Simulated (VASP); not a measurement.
Ca, 1 atom in the cell. The structure is tetragonal, space group I4/mmm (No. 139). Conventional cell: a = 3.952 Å, b = 3.952 Å, c = 5.700 Å, α = 90.00°, β = 90.00°, γ = 90.00°. Ca (site symmetry 4/mmm) has 12 Ca at 3.95 to 3.99 Å within 5.2 Å.  This cell differs from its parent crystal: strain +0.0200 x Voigt [1, 0, 0, 0, 0, 0].

* Program: VASP 6.6.1
* Task: single point
* Functional: PBEsol
* Potentials or basis: VASP PAW PBE potentials, release 64 (Ca_sv)
* Cutoff: 520 eV
* k mesh: 14 × 14 × 14
* Occupations: gaussian, width 0.15 eV
* Spin: no spin polarisation
* Dipole correction: no
* Further INCAR settings: ALGO = Fast; EDIFF = 1e-07; NBANDS = 11

Potentials or basis: VASP PAW PBE potentials, release 64 (Ca_sv).

Launch:

```sh
$ cat potpaw_PBE.64/Ca_sv/POTCAR > POTCAR
$ mpirun -np 1 vasp_std > vasp.out
```

Hardware: 1 thread of Intel(R) Xeon(R) 6975P-C (Granite Rapids), on a shared host.

Problem. Estimate the wall time of this run.

Solution. Wall time 66 s on 1 thread of Intel(R) Xeon(R) 6975P-C (Granite Rapids), with other jobs on the host, peak memory 0.25 GiB. Counts: scf iterations 15, k points 244.
